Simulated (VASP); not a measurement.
Here is a VASP 6.6.1 calculation.

The input INCAR:

```
PREC = Accurate ; ENCUT = 520
EDIFF = 1E-6 ; ISMEAR = 0
SIGMA = 0.2 ; LREAL = False
LASPH = True ; NELM = 150
ALGO = Normal ; ISIF = 2
LWAVE = False ; LCHARG = False
ISPIN = 2 ; MAGMOM = 0.672
LORBIT = 11 ; LMAXMIX = 4
GGA = PE ; NBANDS = 15
```

File KPOINTS:

```
Automatic mesh
0
Gamma
  15 15 15
```

The input POSCAR:

```
Ni
1.0
    0.0000000000      1.7596893266      1.7596893266
    1.7596893266      0.0000000000      1.7596893266
    1.7596893266      1.7596893266      0.0000000000
Ni
1
Direct
    0.0000000000      0.0000000000      0.0000000000
```

Potentials or basis: VASP PAW PBE potentials, release 64 (Ni).

The run is started by

```console
$ cat potpaw_PBE.64/Ni/POTCAR > POTCAR
$ mpirun -np 1 vasp_std > vasp.out
```

Q: Estimate the net moment.

A: 0.64 μB per cell.

Q: Predict the site moments.

A: Ni +0.65 μB.

Q: Estimate the pressure.

A: 0.1 GPa.
